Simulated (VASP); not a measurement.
BeCd2S3, 6 atoms in the cell. The structure is orthorhombic, space group Imm2 (No. 44). Conventional cell: a = 3.869 Å, b = 11.762 Å, c = 5.672 Å, α = 90.00°, β = 90.00°, γ = 90.00°. Within 2.8 Å of Be (site symmetry mm2) lie 4 S at 2.10 to 2.24 Å. Within 3.4 Å of Cd (site symmetry m) lie 4 S at 2.54 to 2.56 Å. S (site symmetry mm2) has 2 Be at 2.24 Å and 2 Cd at 2.55 Å within 3.0 Å. Within 2.8 Å of S (site symmetry m) lie 1 Be at 2.10 Å and 3 Cd at 2.54 to 2.56 Å. 

| Item | Value |
| --- | --- |
| Program | VASP 6.6.1 |
| Task | single point |
| Functional | PBE |
| Potentials or basis | VASP PAW PBE potentials, release 64 (Be, Cd, S) |
| Cutoff | 520 eV |
| k mesh | 8 × 8 × 8 |
| Occupations | gaussian, width 0.02 eV |
| Spin | no spin polarisation |
| Dipole correction | no |
| Further INCAR settings | ALGO = Normal; EDIFF = 1e-06; NBANDS = 31 |

Potentials or basis: VASP PAW PBE potentials, release 64 (Be, Cd, S).

Run with:

```sh
$ cat potpaw_PBE.64/Be/POTCAR potpaw_PBE.64/Cd/POTCAR potpaw_PBE.64/S/POTCAR > POTCAR
$ mpirun -np 1 vasp_std > vasp.out
```

Hardware: 1 thread of Intel(R) Xeon(R) 6975P-C (Granite Rapids) (shared host).

Question: Estimate the wall time of this run.

Answer: Wall time 5.8 min on 1 thread of Intel(R) Xeon(R) 6975P-C (Granite Rapids), on a shared host, peak memory 0.62 GiB. Counts: scf iterations 14, k points 95.
